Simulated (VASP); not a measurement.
# CdS (Hawleyite) (I-4m2) in VASP: notebook

The runs below take CdS (Hawleyite) through single point, with r2SCAN.

Program: VASP 6.6.1. These are calculated values, not measurements. Logs are shortened: lines on timing, memory, paths and dates and some standing lists are left out, and cuts for length are marked.

## (1) The cell of the first run

It takes space group I-4m2 (No. 119, tetragonal). The conventional cell has a = 4.074 Å, b = 4.074 Å, c = 6.047 Å, α = 90.00°, β = 90.00°, γ = 90.00°. Within 3.3 Å of Cd (site symmetry -4m2) lie 4 S at 2.54 Å. S (site symmetry -4m2) has 4 Cd at 2.54 Å within 3.3 Å.

## (2) Single point, r2SCAN (film at in-plane strain -0.02)

POSCAR reads:

```
CdS
1.0
    2.8804887494      2.8804887494      0.0000000000
   -2.8804887494      2.8804887494      0.0000000000
    0.0000000000      2.8804887494      3.0234728735
Cd S
1 1
Direct
    0.0000000000      0.0000000000      0.0000000000
    0.7500000000      0.2500000000      0.5000000000
```

INCAR.step1 reads:

```
SYSTEM = CdS
PREC     = Accurate       ! precision mode
ENCUT    = 520            ! plane-wave cutoff, eV
ISMEAR   = 0              ! smearing method
SIGMA    = 0.01           ! smearing width, eV
LREAL    = .FALSE.        ! projectors in reciprocal space
LASPH    = .TRUE.         ! aspherical terms in the spheres
NELM     = 60             ! most SCF steps
NBANDS   = 16             ! bands
GGA      = PE             ! functional
ALGO     = Normal         ! electronic algorithm
EDIFF    = 1E-4           ! SCF threshold, eV
LWAVE    = .TRUE.         ! write WAVECAR
LCHARG   = .FALSE.        ! write CHGCAR
```

INCAR.step2 reads:

```
SYSTEM = CdS
PREC     = Accurate       ! precision mode
ENCUT    = 520            ! plane-wave cutoff, eV
EDIFF    = 1E-6           ! SCF threshold, eV
ISMEAR   = 0              ! smearing method
SIGMA    = 0.01           ! smearing width, eV
LREAL    = .FALSE.        ! projectors in reciprocal space
LASPH    = .TRUE.         ! aspherical terms in the spheres
NELM     = 60             ! most SCF steps
ALGO     = Normal         ! electronic algorithm
ISIF     = 2              ! what is computed and relaxed
LWAVE    = .FALSE.        ! write WAVECAR
LCHARG   = .FALSE.        ! write CHGCAR
METAGGA  = R2SCAN         ! meta-GGA
LMIXTAU  = .TRUE.       
NBANDS   = 16             ! bands
ISTART   = 1
```

KPOINTS reads:

```
regular mesh
0
G
  8 8 8
  0 0 0
```

Potentials or basis: VASP PAW PBE potentials, release 64 (Cd, S).

Command:

```console
cat potpaw_PBE.64/Cd/POTCAR potpaw_PBE.64/S/POTCAR > POTCAR
cp INCAR.step1 INCAR
mpirun -np 1 vasp_std > vasp.out
cp INCAR.step2 INCAR
mpirun -np 1 vasp_std > vasp.out
```

OUTCAR:

```text
SYSTEM = CdS
   PREC = Accurate
   ENCUT = 520
   EDIFF = 1E-6
   ISMEAR = 0
   LREAL = .FALSE.
   LASPH = .TRUE.
   NELM = 60
   ISIF = 2
   METAGGA = R2SCAN
   ISTART = 1

 ion  position               nearest neighbor table
   1  0.000  0.000  0.000-   2 2.54   2 2.54   2 2.54   2 2.54
   2  0.750  0.250  0.500-   1 2.54   1 2.54   1 2.54   1 2.54

  LATTYP: Found a body centered tetragonal cell.
 ALAT       =     4.0736262557
 C/A-ratio  =     1.4844134851

  Lattice vectors:

 A1 = (   2.8804887494,   0.0000000000,  -3.0234728735)
 A2 = (  -2.8804887494,   0.0000000000,  -3.0234728735)
 A3 = (   0.0000000000,   2.8804887494,   3.0234728735)

Analysis of symmetry for initial positions (statically):
=====================================================================
 Subroutine PRICEL returns:
 Original cell was already a primitive cell.

 Routine SETGRP: Setting up the symmetry group for a
 body centered tetragonal supercell.

 Subroutine GETGRP returns: Found  8 space group operations
 (whereof  8 operations were pure point group operations)
 out of a pool of 16 trial point group operations.

The static configuration has the point symmetry D_2d.

Analysis of symmetry for dynamics (positions and initial velocities):
=====================================================================
 Subroutine PRICEL returns:
 Original cell was already a primitive cell.

 Routine SETGRP: Setting up the symmetry group for a
 body centered tetragonal supercell.

 Subroutine GETGRP returns: Found  8 space group operations
 (whereof  8 operations were pure point group operations)
 out of a pool of 16 trial point group operations.

The dynamic configuration has the point symmetry D_2d.

 Subroutine INISYM returns: Found  8 space group operations
 (whereof  8 operations are pure point group operations),
 and found     1 'primitive' translations

----------------------------------------------------------------------------------------

                                     Primitive cell

  volume of cell :      50.1728

  direct lattice vectors                    reciprocal lattice vectors
     2.880488749  2.880488749  0.000000000     0.173581653  0.173581653 -0.165372742
    -2.880488749  2.880488749  0.000000000    -0.173581653  0.173581653 -0.165372742
     0.000000000  2.880488749  3.023472873     0.000000000  0.000000000  0.330745484

  length of vectors
     4.073626256  4.073626256  4.175955418     0.295988724  0.295988724  0.330745484

  position of ions in fractional coordinates (direct lattice)
     0.000000000  0.000000000  0.000000000
     0.750000000  0.250000000  0.500000000

  ion indices of the primitive-cell ions
   primitive index   ion index
                 1           1
                 2           2

----------------------------------------------------------------------------------------

 KPOINTS: regular mesh

Automatic generation of k-mesh.
 Grid dimensions read from file:
 generate k-points for:    8    8    8

 Generating k-lattice:

  Cartesian coordinates                     Fractional coordinates (reciprocal lattice)
     0.021697707  0.021697707 -0.020671593     0.125000000  0.000000000  0.000000000
    -0.021697707  0.021697707 -0.020671593     0.000000000  0.125000000  0.000000000
     0.000000000  0.000000000  0.041343186     0.000000000  0.000000000  0.125000000

  Length of vectors
     0.036998590  0.036998590  0.041343186

  Shift w.r.t. Gamma in fractional coordinates (k-lattice)
     0.000000000  0.000000000  0.000000000

 Subroutine IBZKPT returns following result:
 ===========================================

 Found     59 irreducible k-points:

 Following reciprocal coordinates:
            Coordinates               Weight
  0.000000  0.000000  0.000000      1.000000
  0.125000  0.000000  0.000000      8.000000
  0.250000  0.000000  0.000000      8.000000
  0.375000  0.000000  0.000000      8.000000
  0.500000  0.000000  0.000000      4.000000
  0.125000  0.125000  0.000000      8.000000
[... 16 lines left out ...]
  0.250000  0.000000  0.125000      4.000000
  0.375000  0.000000  0.125000      8.000000
 [... further k-points ...]
   k-points           NKPTS =     59   k-points in BZ     NKDIM =     59   number of bands    NBANDS=     16
   number of dos      NEDOS =    301   number of ions     NIONS =      2
   total plane-waves  NPLWV =  28800
   dimension x,y,z NGX =    30 NGY =   30 NGZ =   32
   dimension x,y,z NGXF=    60 NGYF=   60 NGZF=   64
   ions per type =               1   1
   NGX,Y,Z   is equivalent  to a cutoff of  12.24, 12.24, 12.74 a.u.
   NGXF,Y,Z  is equivalent  to a cutoff of  24.49, 24.49, 25.48 a.u.
 SYSTEM =  CdS
   PREC   = accura    normal or accurate (medium, high low for compatibility)
   ISTART =      1    job   : 0-new  1-cont  2-samecut
   ICHARG =      0    charge: 1-file 2-atom 10-const
   ISPIN  =      1    spin polarized calculation?
   LNONCOLLINEAR =      F non collinear calculations
   LSORBIT =      F    spin-orbit coupling
   LASPH  =      T    aspherical Exc in radial PAW
   ENCUT  =  520.0 eV  38.22 Ry    6.18 a.u.   7.57  7.57  7.76*2*pi/ulx,y,z
   NELM   =     60;   NELMIN=  2; NELMDL=  0     # of ELM steps
   EDIFF  = 0.1E-05   stopping-criterion for ELM
   LREAL  =      F    real-space projection
   EDIFFG = 0.1E-04   stopping-criterion for IOM
   NSW    =      0    number of steps for IOM
   IBRION =     -1    ionic relax: 0-MD 1-quasi-New 2-CG
   NFREE  =      0    steps in history (QN), initial steepest desc. (CG)
   ISIF   =      2    stress and relaxation
   ISYM   =      2    0-nonsym 1-usesym 2-fastsym
   POTIM  = 0.5000    time-step for ionic-motion
   TEBEG  =    0.0;   TEEND  =   0.0 temperature during run
   PSTRESS=    0.0 pullay stress
   NELECT =      18.0000    total number of electrons
   NUPDOWN=      -1.0000    fix difference up-down
   EMIN   =  10.00;   EMAX   =-10.00  energy-range for DOS
   EFERMI =   0.00;   METHOD = LEGACY
   ISMEAR =     0;   SIGMA  =   0.01  broadening in eV -4-tet -1-fermi 0-gaus
   EFERMI_NEDOS =   21; number of points for ismear=-14 and -15
   IALGO  =     38    algorithm
   IMIX   =      4    mixing-type and parameters
     AMIX     =   0.40;   BMIX     =  1.00
     AMIX_MAG =   1.60;   BMIX_MAG =  1.00
  volume/ion in A,a.u.               =      25.09       169.29
  Fermi-wavevector in a.u.,A,eV,Ry     =   1.163258  2.198240 18.410996  1.353170
  Thomas-Fermi vector in A             =   2.299810
   LORBIT       =      0    0 simple, 1 ext, 2 COOP (PROOUT), +10 PAW based schemes
   METAGGA = R2SCAN    functional components
   LHFCALC =     F    Hartree Fock is set to
   AEXX    =    0.0000 exact exchange contribution
   IVDW    =     0    specifies the selected vdW correction
   LEPSILON=     F    determine dielectric tensor
   LRPA    =     F    only Hartree local field effects (RPA)
 non-spin polarized calculation
 Gauss-broadening in eV      SIGMA  =   0.01
  energy-cutoff  :      520.00
  volume of cell :       50.17
 maximum number of plane-waves:      1379
   NGX = 15   NGY = 15   NGZ = 15

 number of electron      17.9999997 magnetization

 Free energy of the ion-electron system (eV)
  ---------------------------------------------------
  ext. energy  EPLUGINS =         0.00000000
  ---------------------------------------------------
  free energy    TOTEN  =       -29.67865072 eV

  energy without entropy =      -29.67865072  energy(sigma->0) =      -29.67865072

 E-fermi :   1.1327     XC(G=0):  -9.6802

 val. band max:        1.0038620231   @ k =   0.0000   0.0000   0.0000
 cond. band min:       2.5137622444   @ k =   0.0000   0.0000   0.0000
 fundamental gap:      1.5099002213
 Fermi energy:         1.1326980836

 k-point     1 :       0.0000    0.0000    0.0000
  band No.  band energies     occupation
      1     -11.8470      2.00000
      2      -6.9925      2.00000
      3      -6.9606      2.00000
      4      -6.9605      2.00000
      5      -6.4848      2.00000
      6      -6.4695      2.00000
[... 8 lines left out ...]
     15      12.9192      0.00000
     16      13.2946      0.00000

 k-point     2 :       0.1250    0.0000    0.0000
  band No.  band energies     occupation
      1     -11.7856      2.00000
      2      -6.9636      2.00000
      3      -6.9375      2.00000
      4      -6.9102      2.00000
      5      -6.4834      2.00000
      6      -6.4722      2.00000
[... 8 lines left out ...]
     15      12.5812      0.00000
     16      13.4734      0.00000

 k-point     3 :       0.2500    0.0000    0.0000
  band No.  band energies     occupation
      1     -11.6367      2.00000
      2      -6.9123      2.00000
      3      -6.8862      2.00000
      4      -6.7149      2.00000
      5      -6.4726      2.00000
      6      -6.4703      2.00000
[... 8 lines left out ...]
     15      12.1946      0.00000
     16      12.8002      0.00000

 k-point     4 :       0.3750    0.0000    0.0000
  band No.  band energies     occupation
      1     -11.4878      2.00000
      2      -6.8752      2.00000
      3      -6.8443      2.00000
      4      -6.4606      2.00000
      5      -6.4528      2.00000
      6      -6.3488      2.00000
[... 8 lines left out ...]
     15      12.9666      0.00000
     16      13.1424      0.00000
[... 324 lines left out ...]
 k-point    22 :       0.0000    0.0000    0.1250
  band No.  band energies     occupation
      1     -11.7694      2.00000
      2      -6.9431      2.00000
      3      -6.9161      2.00000
      4      -6.9160      2.00000
      5      -6.5017      2.00000
      6      -6.4589      2.00000
[... 8 lines left out ...]
     15      13.3843      0.00000
     16      13.9931      0.00000

 k-point    23 :       0.2500    0.0000    0.1250
  band No.  band energies     occupation
      1     -11.6920      2.00000
      2      -6.9194      2.00000
      3      -6.9110      2.00000
      4      -6.8170      2.00000
      5      -6.4882      2.00000
      6      -6.4572      2.00000
[... 8 lines left out ...]
     15      12.4237      0.00000
     16      14.0903      0.00000

 k-point    24 :       0.3750    0.0000    0.1250
  band No.  band energies     occupation
      1     -11.5433      2.00000
      2      -6.8692      2.00000
      3      -6.8567      2.00000
      4      -6.6034      2.00000
      5      -6.4912      2.00000
      6      -6.3947      2.00000
[... 8 lines left out ...]
     15      13.0830      0.00000
     16      13.6603      0.00000

 [... further k-points ...]

------------------------ aborting loop because EDIFF is reached ----------------------------------------

  FORCE on cell =-STRESS in cart. coord.  units (eV):
  Direction    XX          YY          ZZ          XY          YZ          ZX
  --------------------------------------------------------------------------------------
  -------------------------------------------------------------------------------------
  Total        0.4074449      0.4074449      0.1071892      0.0000000      0.0000000      0.0000000
  in kB       13.0110114     13.0110114      3.4228924      0.0000000      0.0000000      0.0000000
  external PRESSURE =       9.8149717 kB  Pullay stress =       0.0000000 kB

 VOLUME and BASIS-vectors are now :
 -----------------------------------------------------------------------------
  energy-cutoff  :      520.00
  volume of cell :       50.17
      direct lattice vectors                 reciprocal lattice vectors
     2.880488749  2.880488749  0.000000000     0.173581653  0.173581653 -0.165372742
    -2.880488749  2.880488749  0.000000000    -0.173581653  0.173581653 -0.165372742
     0.000000000  2.880488749  3.023472873     0.000000000  0.000000000  0.330745484

 POSITION                                       TOTAL-FORCE (eV/Angst)
 -----------------------------------------------------------------------------------
      0.00000      0.00000      0.00000         0.000000      0.000000      0.000000
      1.44024      4.32073      1.51174        -0.000000     -0.000000      0.000000
 -----------------------------------------------------------------------------------
    total drift:                                0.000111      0.000000     -0.000000

  FREE ENERGIE OF THE ION-ELECTRON SYSTEM (eV)
  ---------------------------------------------------
  free  energy   TOTEN  =       -29.6786507172 eV

  energy  without entropy=      -29.6786507172  energy(sigma->0) =      -29.67865072
```

Wall time 77 s (1 thread of Intel Xeon 6975P-C (Granite Rapids), shared host); peak memory 0.2 GiB.

What came out:

| Quantity | Value |
| --- | --- |
| Free energy | -29.6787 eV |
| Pressure | 1.0 GPa |
| Band gap on the k mesh | 1.51 eV, direct |

Stress tensor (GPa, compression positive):
```
1.30 0.00 0.00
0.00 1.30 0.00
0.00 0.00 0.34
```

Levels at points of the mesh, in eV from the valence-band top:
```csv
k point,band 5,band 6,band 7,band 8,band 9,band 10,band 11,band 12,band 13,band 14
"(0.00, 0.00, 0.00)",-7.49,-7.47,-0.16,0.00,0.00,1.51,7.04,7.04,7.04,11.47
"(0.50, 0.00, 0.00)",-7.44,-7.11,-4.44,-0.90,-0.70,3.38,7.26,7.63,7.83,11.46
"(0.50, 0.50, 0.00)",-7.39,-7.01,-3.87,-2.04,-1.95,3.75,4.55,9.86,11.05,11.63
"(0.00, 0.00, 0.50)",-7.40,-7.11,-4.17,-1.80,-1.80,3.95,4.98,9.35,11.51,11.51
```

Caveat: the cell differs from its parent crystal (film at in-plane strain -0.02); the PAW data sets were made with another functional, which shifts forces and pressure a little.

## (3) Single point, r2SCAN (in-plane strain -0.01)

POSCAR reads:

```
CdS
1.0
    2.9098814918      2.9098814918      0.0000000000
   -2.9098814918      2.9098814918      0.0000000000
    0.0000000000      2.9098814918      2.9569098795
Cd S
1 1
Direct
    0.0000000000      0.0000000000      0.0000000000
    0.7500000000      0.2500000000      0.5000000000
```

INCAR.step1 reads:

```
SYSTEM = CdS
PREC = Accurate
ENCUT = 520
ISMEAR = 0
SIGMA = 0.01
LREAL = .FALSE.
LASPH = .TRUE.
NELM = 80
NBANDS = 16
GGA = PE
ALGO = Normal
EDIFF = 1E-4
LWAVE = .TRUE.
LCHARG = .FALSE.
```

INCAR.step2 reads:

```
SYSTEM = CdS
PREC = Accurate
ENCUT = 520
EDIFF = 1E-7
ISMEAR = 0
SIGMA = 0.01
LREAL = .FALSE.
LASPH = .TRUE.
NELM = 80
ALGO = Normal
ISIF = 2
LWAVE = .FALSE.
LCHARG = .FALSE.
METAGGA = R2SCAN
LMIXTAU = .TRUE.
NBANDS = 16
ISTART = 1
```

KPOINTS is that of step 2.

Potentials or basis: VASP PAW PBE potentials, release 64 (Cd, S).

Command:

```console
cat potpaw_PBE.64/Cd/POTCAR potpaw_PBE.64/S/POTCAR > POTCAR
cp INCAR.step1 INCAR
mpirun -np 1 vasp_std > vasp.out
cp INCAR.step2 INCAR
mpirun -np 1 vasp_std > vasp.out
```

It took 61 s on 1 thread of Intel Xeon 6975P-C (Granite Rapids), shared host; peak memory 0.21 GiB.

Results (log left out):

| Quantity | Value |
| --- | --- |
| Free energy | -29.6822 eV |
| Pressure | 1.2 GPa |
| Band gap on the k mesh | 1.55 eV, direct |

Stress tensor (GPa, compression positive):
```
1.27 0.00 0.00
0.00 1.27 0.00
0.00 0.00 0.98
```

Levels at points of the mesh, in eV from the valence-band top:
```
           k point  band 6  band 7  band 8  band 9  band 10  band 11  band 12  band 13
(0.00, 0.00, 0.00)   -7.45   -0.05    0.00    0.00     1.55     7.06     7.06     7.06
(0.50, 0.00, 0.00)   -7.07   -4.42   -0.80   -0.74     3.44     7.40     7.53     7.86
(0.50, 0.50, 0.00)   -6.99   -3.92   -1.95   -1.92     3.82     4.68     9.79    11.36
(0.00, 0.00, 0.50)   -7.03   -4.02   -1.87   -1.87     3.88     4.82     9.62    11.50
```

Caveat: the cell differs from its parent crystal (in-plane strain -0.01); the PAW data sets were made with another functional, which shifts forces and pressure a little.

(Continued in part 2 of 2.)
